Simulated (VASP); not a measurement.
# C in VASP: a series of runs

The runs below take C through single point, relaxation of the atoms, with PBE+D3(BJ).

Everything below comes from runs of VASP 6.6.1. Logs are shortened: lines on timing, memory, paths and dates and some standing lists are left out, and cuts for length are marked.

**1. The cell of the first run**

The cell holds a slab with vacuum, 4 atoms: a = 2.466 Å, b = 2.466 Å, c = 17.500 Å, α = 90.00°, β = 90.00°, γ = 120.00°.

**2. Single point, PBE+D3(BJ)**

INCAR

```
SYSTEM = C
PREC = Accurate ; ENCUT = 520
EDIFF = 1E-7 ; ISMEAR = 0
SIGMA = 0.1 ; LREAL = .FALSE.
LASPH = .TRUE. ; NELM = 60
ALGO = Normal ; ISIF = 2
LWAVE = .FALSE. ; LCHARG = .FALSE.
LDIPOL = .TRUE. ; IDIPOL = 3
DIPOL = 0.5 0.5 0.359 ; GGA = PE
IVDW = 12 ; NBANDS = 16
```

KPOINTS

```
regular mesh
0
G
  15 15 1
  0 0 0
```

POSCAR

```
C
1.0
    2.4656524409      0.0000000000      0.0000000000
   -1.2328262205      2.1353176507      0.0000000000
    0.0000000000      0.0000000000     17.5000663885
C
4
Direct
    0.6666666667      0.3333333333      0.2571429531
    0.3333333333      0.6666666667      0.2571428300
    0.6666666667      0.3333333333      0.4611442811
    0.3333333333      0.6666666667      0.4611443433
```

Potentials or basis: VASP PAW PBE potentials, release 64 (C).

Run with:

```bash
$ cat potpaw_PBE.64/C/POTCAR > POTCAR
$ mpirun -np 1 vasp_std > vasp.out
```

OUTCAR:

```text
SYSTEM = C
   PREC = Accurate
   ENCUT = 520
   EDIFF = 1E-7
   ISMEAR = 0
   LREAL = .FALSE.
   LASPH = .TRUE.
   NELM = 60
   ISIF = 2
   GGA = PE
   IVDW = 12
 IVDW          = 12

 ion  position               nearest neighbor table
   1  0.667  0.333  0.257-   2 1.42   2 1.42   2 1.42
   2  0.333  0.667  0.257-   1 1.42   1 1.42   1 1.42
   3  0.667  0.333  0.461-   4 1.42   4 1.42   4 1.42
   4  0.333  0.667  0.461-   3 1.42   3 1.42   3 1.42

  LATTYP: Found a hexagonal cell.
 ALAT       =     2.4656524409
 C/A-ratio  =     7.0975398228

  Lattice vectors:

 A1 = (   2.4656524409,   0.0000000000,   0.0000000000)
 A2 = (  -1.2328262205,   2.1353176507,   0.0000000000)
 A3 = (   0.0000000000,   0.0000000000,  17.5000663885)

Analysis of symmetry for initial positions (statically):
=====================================================================
 Subroutine PRICEL returns:
 Original cell was already a primitive cell.

 Routine SETGRP: Setting up the symmetry group for a
 hexagonal supercell.

 Subroutine GETGRP returns: Found 24 space group operations
 (whereof 12 operations were pure point group operations)
 out of a pool of 24 trial point group operations.

The static configuration has the point symmetry C_6v.
 The point group associated with its full space group is D_6h.

Analysis of symmetry for dynamics (positions and initial velocities):
=====================================================================
 Subroutine PRICEL returns:
 Original cell was already a primitive cell.

 Routine SETGRP: Setting up the symmetry group for a
 hexagonal supercell.

 Subroutine GETGRP returns: Found 24 space group operations
 (whereof 12 operations were pure point group operations)
 out of a pool of 24 trial point group operations.

The dynamic configuration has the point symmetry C_6v.
 The point group associated with its full space group is D_6h.

 Subroutine INISYM returns: Found 24 space group operations
 (whereof 12 operations are pure point group operations),
 and found     1 'primitive' translations

----------------------------------------------------------------------------------------

                                     Primitive cell

  volume of cell :      92.1370

  direct lattice vectors                    reciprocal lattice vectors
     2.465652441  0.000000000  0.000000000     0.405572166  0.234157199  0.000000000
[... 98 lines left out ...]
   POTIM  = 0.5000    time-step for ionic-motion
   TEBEG  =    0.0;   TEEND  =   0.0 temperature during run
   PSTRESS=    0.0 pullay stress
   NELECT =      16.0000    total number of electrons
   NUPDOWN=      -1.0000    fix difference up-down
   EMIN   =  10.00;   EMAX   =-10.00  energy-range for DOS
   EFERMI =   0.00;   METHOD = LEGACY
   ISMEAR =     0;   SIGMA  =   0.10  broadening in eV -4-tet -1-fermi 0-gaus
   EFERMI_NEDOS =   21; number of points for ismear=-14 and -15
   IALGO  =     38    algorithm
   IMIX   =      4    mixing-type and parameters
     AMIX     =   0.40;   BMIX     =  1.00
     AMIX_MAG =   1.60;   BMIX_MAG =  1.00
  volume/ion in A,a.u.               =      23.03       155.44
  Fermi-wavevector in a.u.,A,eV,Ry     =   0.913349  1.725980 11.350070  0.834207
  Thomas-Fermi vector in A             =   2.037850
   LORBIT       =      0    0 simple, 1 ext, 2 COOP (PROOUT), +10 PAW based schemes
   GGA     = PE    functional components
   LHFCALC =     F    Hartree Fock is set to
   AEXX    =    0.0000 exact exchange contribution
   IVDW    =    12    specifies the selected vdW correction
   LEPSILON=     F    determine dielectric tensor
   LRPA    =     F    only Hartree local field effects (RPA)
 non-spin polarized calculation
 Gauss-broadening in eV      SIGMA  =   0.10
  energy-cutoff  :      520.00
  volume of cell :       92.14
 maximum number of plane-waves:      2516
   NGX =  9   NGY =  9   NGZ = 65

 dipolmoment           0.000000      0.000000      0.000162 electrons x Angstroem

 number of electron      15.9999998 magnetization

 dipolmoment           0.000000      0.000000     -0.000008 electrons x Angstroem

 Free energy of the ion-electron system (eV)
  ---------------------------------------------------
  ext. energy  EPLUGINS =         0.00000000
  ---------------------------------------------------
  free energy    TOTEN  =       -36.87964079 eV

  energy without entropy =      -36.87963117  energy(sigma->0) =      -36.87963598

 E-fermi :  -0.8226     XC(G=0):  -4.4701

 val. band max:       -1.0536639007   @ k =   0.3333   0.3333   0.0000
 cond. band min:      -0.5914825243   @ k =   0.3333   0.3333   0.0000
 fundamental gap:      0.4621813764
 Fermi energy:        -0.8225732128

 k-point     1 :       0.0000    0.0000    0.0000
  band No.  band energies     occupation
      1     -20.3905      2.00000
      2     -20.2985      2.00000
      3      -8.7907      2.00000
      4      -8.0821      2.00000
      5      -3.8662      2.00000
      6      -3.8662      2.00000
[... 433 lines left out ...]
      3     -13.5304      2.00000
      4     -13.4777      2.00000
      5      -9.6803      2.00000
      6      -9.6484      2.00000
[... 8 lines left out ...]
     15      10.9496      0.00000
     16      11.2499      0.00000

 [... further k-points ...]

------------------------ aborting loop because EDIFF is reached ----------------------------------------

 vacuum level on the upper side and lower side of the slab       (xc-potential included)        -0.051        -0.051

 Edisp (eV)   -0.45944

 E8    (eV) :    -0.1365

  FORCE on cell =-STRESS in cart. coord.  units (eV):
  Direction    XX          YY          ZZ          XY          YZ          ZX
  --------------------------------------------------------------------------------------
  -------------------------------------------------------------------------------------
  Total       0.10908     0.10908    -0.02432    -0.00000    -0.00000     0.00000
  in kB       1.89678     1.89678    -0.42294    -0.00000    -0.00000     0.00000
  external pressure =        1.12 kB  Pullay stress =        0.00 kB

 VOLUME and BASIS-vectors are now :
 -----------------------------------------------------------------------------
  energy-cutoff  :      520.00
  volume of cell :       92.14
      direct lattice vectors                 reciprocal lattice vectors
     2.465652441  0.000000000  0.000000000     0.405572166  0.234157199  0.000000000
    -1.232826221  2.135317651  0.000000000     0.000000000  0.468314398  0.000000000
     0.000000000  0.000000000 17.500066388     0.000000000  0.000000000  0.057142640

 POSITION                                       TOTAL-FORCE (eV/Angst)
 -----------------------------------------------------------------------------------
      1.23283      0.71177      4.50002         0.000000      0.000000     -0.000053
     -0.00000      1.42355      4.50002        -0.000000      0.000000     -0.000053
      1.23283      0.71177      8.07006         0.000000      0.000000      0.000053
     -0.00000      1.42355      8.07006        -0.000000      0.000000      0.000053
 -----------------------------------------------------------------------------------
    total drift:                                0.000000      0.000000     -0.001924

  FREE ENERGIE OF THE ION-ELECTRON SYSTEM (eV)
  ---------------------------------------------------
  free  energy   TOTEN  =       -37.3390857422 eV

  energy  without entropy=      -37.3390761248  energy(sigma->0) =      -37.33908093

 vacuum level on the upper side and lower side of the slab         3.396         3.397
```

OSZICAR:

```text
N       E                     dE             d eps       ncg     rms          rms(c)
DAV:   1     0.822763238523E+02    0.82276E+02   -0.66633E+03   872   0.811E+02
DAV:   2    -0.316302571615E+02   -0.11391E+03   -0.10248E+03  1200   0.190E+02
DAV:   3    -0.392307197860E+02   -0.76005E+01   -0.75336E+01  1144   0.515E+01
[... 13 lines left out ...]
DAV:  17    -0.368796384722E+02   -0.17399E-04   -0.13553E-06   920   0.485E-03    0.989E-04
DAV:  18    -0.368796403159E+02   -0.18437E-05   -0.60245E-08   848   0.124E-03    0.483E-04
DAV:  19    -0.368796406111E+02   -0.29517E-06   -0.88684E-09   768   0.530E-04    0.566E-05
DAV:  20    -0.368796407784E+02   -0.16737E-06   -0.40568E-09   712   0.291E-04    0.314E-05
DAV:  21    -0.368796407858E+02   -0.74074E-08   -0.52869E-10   752   0.127E-04
   1 F= -.37339086E+02 E0= -.37339081E+02  d E =-.961737E-05
```

It took 32 s on 1 thread of Intel Xeon Platinum 8488C (Sapphire Rapids), shared host; peak memory 0.2 GiB.

Results:

* Free energy: -37.3391 eV
* Dispersion energy per atom: -0.115 eV

**3. Relaxation of the atoms, PBE+D3(BJ)**

INCAR

```
SYSTEM = C
  ALGO = Normal
  DIPOL = 0.5 0.5 0.352
  EDIFF = 1E-6
  EDIFFG = -0.003
  ENCUT = 520
  GGA = PE
  IBRION = 2
  IDIPOL = 3
  ISIF = 2
  ISMEAR = 0
  IVDW = 12
  LASPH = .TRUE.
  LCHARG = .FALSE.
  LDIPOL = .TRUE.
  LREAL = .FALSE.
  LWAVE = .FALSE.
  NELM = 60
  NSW = 40
  PREC = Accurate
  SIGMA = 0.1
```

KPOINTS

```
k-points
0
G
  15 15 1
  0 0 0
```

POSCAR

```
C
1.0
    2.4656524409      0.0000000000      0.0000000000
   -1.2328262205      2.1353176507      0.0000000000
    0.0000000000      0.0000000000     17.5000663885
C
4
Selective dynamics
Direct
    0.6666666667      0.3333333333      0.2571437784  F F T
    0.3333333333      0.6666666667      0.2571418816  F F F
    0.6666666667      0.3333333333      0.4464592428  F F T
    0.3333333333      0.6666666667      0.4464573460  F F T
```

Potentials or basis: VASP PAW PBE potentials, release 64 (C).

Run with:

```bash
$ cat potpaw_PBE.64/C/POTCAR > POTCAR
$ mpirun -np 1 vasp_std > vasp.out
```

Wall time 2.5 min (1 thread of Intel Xeon Platinum 8488C (Sapphire Rapids), shared host); peak memory 0.21 GiB.

The run converged. Its results:

```yaml
Free_energy: -37.3391 eV
Energy_gained_by_relaxing: 3.4 meV/atom
Ionic_steps: 18
Dispersion_energy_per_atom: -0.115 eV
```

Step by step:
```
step  energy change (eV)  largest force on free atoms (eV/Å)  pressure (GPa)
   1              0.0000                              0.0635            0.28
   2             -0.0005                              0.0614            0.28
   3             -0.0010                              0.1089            0.27
   4             -0.0013                              0.1062            0.26
   5             -0.0023                              0.0975            0.26
   6             -0.0041                              0.0798            0.24
   7             -0.0071                              0.0676            0.22
   8             -0.0110                              0.0863            0.17
   9             -0.0120                              0.1866            0.11
  10             -0.0125                              0.1327            0.12
  11             -0.0133                              0.0839            0.12
  12             -0.0134                              0.0624            0.12
  13             -0.0134                              0.0594            0.12
  14             -0.0136                              0.0196            0.12
  15             -0.0136                              0.0072            0.12
  16             -0.0136                              0.0049            0.12
  17             -0.0136                              0.0045            0.12
  18             -0.0136                              0.0024            0.12
```

Final structure:
```yaml
crystal:
  lattice:
    - [2.46565, 0.00000, 0.00000]
    - [-1.23283, 2.13532, 0.00000]
    - [0.00000, 0.00000, 17.50007]
  atoms:
    - { symbol: C, position: [0.66667, 0.33333, 0.25713] }
    - { symbol: C, position: [0.33333, 0.66667, 0.25714] }
    - { symbol: C, position: [0.66667, 0.33333, 0.46056] }
    - { symbol: C, position: [0.33333, 0.66667, 0.46056] }
```
